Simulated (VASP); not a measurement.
## SiO2 (Stishovite): single point with LDA

SiO2 (Stishovite):

```xyz
6
Lattice="4.1208 0.0000 0.0000 0.0000 4.1208 0.0000 0.0000 0.0000 2.6292" Properties=species:S:1:pos:R:3 pbc="T T T"
Si    0.0000    0.0000    0.0000
Si    2.0604    2.0604    1.3146
O     1.2606    1.2606    0.0000
O     0.7999    3.3210    1.3146
O     2.8603    2.8603    0.0000
O     3.3210    0.7999    1.3146
```

| Quantity | Value |
| --- | --- |
| Program | VASP 6.6.1 |
| Task | single point |
| Functional | LDA |
| Potentials or basis | VASP PAW LDA potentials, release 64 (Si, O) |
| Cutoff | 520 eV |
| k mesh | 6 × 6 × 8 |
| Occupations | gaussian, width 0.01 eV |
| Spin | no spin polarisation |
| Dipole correction | no |
| Further INCAR settings | ALGO = Normal; EDIFF = 1e-06; NBANDS = 25 |

```yaml
Pressure: 11.9 GPa
Largest_force: 0.286 eV/Å
Band_gap_on_the_k_mesh: 6.38 eV, direct
```

Forces on the atoms (eV/Å):
```
Si   0.000  0.000  0.000
Si   0.000  0.000  0.000
O   -0.202 -0.202  0.000
O    0.202 -0.202  0.000
O    0.202  0.202  0.000
O   -0.202  0.202  0.000
```

Stress tensor (GPa, compression positive):
```
10.21  0.00  0.00
 0.00 10.21  0.00
 0.00  0.00 15.16
```

Levels at points of the mesh, in eV from the valence-band top:
```
           k point  band 13  band 14  band 15  band 16  band 17  band 18  band 19  band 20
(0.00, 0.00, 0.00)    -2.59    -0.92    -0.92     0.00     6.38     6.59     8.68     8.68
(0.50, 0.00, 0.00)    -2.82    -2.82    -1.13    -1.13     8.14     8.14     9.23     9.23
(0.50, 0.50, 0.00)    -2.81    -2.81    -2.47    -2.47     7.76     7.76    10.25    10.25
(0.00, 0.00, 0.50)    -3.37    -3.37    -2.88    -2.88     9.46     9.46    12.81    12.81
(0.50, 0.00, 0.50)    -2.43    -2.43    -1.90    -1.90     9.02     9.02    10.16    10.16
(0.50, 0.50, 0.50)    -1.88    -1.88    -1.67    -1.67     7.56     7.56    11.05    11.05
```

Run time: 40 s on 1 thread of Intel(R) Xeon(R) Platinum 8488C (Sapphire Rapids) (shared host), peak memory 0.16 GiB.

A k mesh can miss the band edges. LDA gaps usually lie below the measured ones, often by a third to a half.
